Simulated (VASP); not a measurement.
Write the native input for VASP 6.6.1 that does the following.

```
Task                   : single point
Functional             : PBE
Potentials or basis    : VASP PAW PBE potentials, release 64 (Sn_d, Te)
Cutoff                 : 520 eV
k mesh                 : 6 × 6 × 4
Occupations            : gaussian, width 0.1 eV
Spin                   : no spin polarisation
Dipole correction      : no
Further INCAR settings : ALGO = Normal; EDIFF = 1e-07; NBANDS = 17
```

The structure of SnTe lies in POSCAR:

```
SnTe
1.0
    3.1388647041      0.0000000000      0.0000000000
    0.0000000000      3.1388647041      0.0000000000
    0.0000000000      0.0000000000      6.4158522833
Sn Te
1 1
Direct
    0.0000000000      0.0000000000      0.5000000000
    0.0000000000      0.0000000000      0.0000000000
```

The cell was generated, and may not be a known phase.

One way to write it, as run:

INCAR

```
ALGO = Normal
EDIFF = 1E-7
ENCUT = 520
GGA = PE
ISIF = 2
ISMEAR = 0
LASPH = T
LCHARG = F
LREAL = F
LWAVE = F
NBANDS = 17
NELM = 100
PREC = Accurate
SIGMA = 0.1
```

KPOINTS

```
k-points
0
Gamma
  6 6 4
```

Potentials or basis: VASP PAW PBE potentials, release 64 (Sn_d, Te).

Run with:

```sh
$ cat potpaw_PBE.64/Sn_d/POTCAR potpaw_PBE.64/Te/POTCAR > POTCAR
$ mpirun -np 1 vasp_std > vasp.out
```

Results of the run:

```json
{
 "Pressure": "-0.1 GPa",
 "Band gap on the k mesh": "zero (bands 10 and 11 overlap by 3.74 eV)"
}
```

Caveat: spin-orbit coupling is left out, which moves the levels of the heavy elements.

It took 13 s on 1 thread of Intel(R) Xeon(R) Platinum 8488C (Sapphire Rapids) (shared host), peak memory 0.18 GiB.
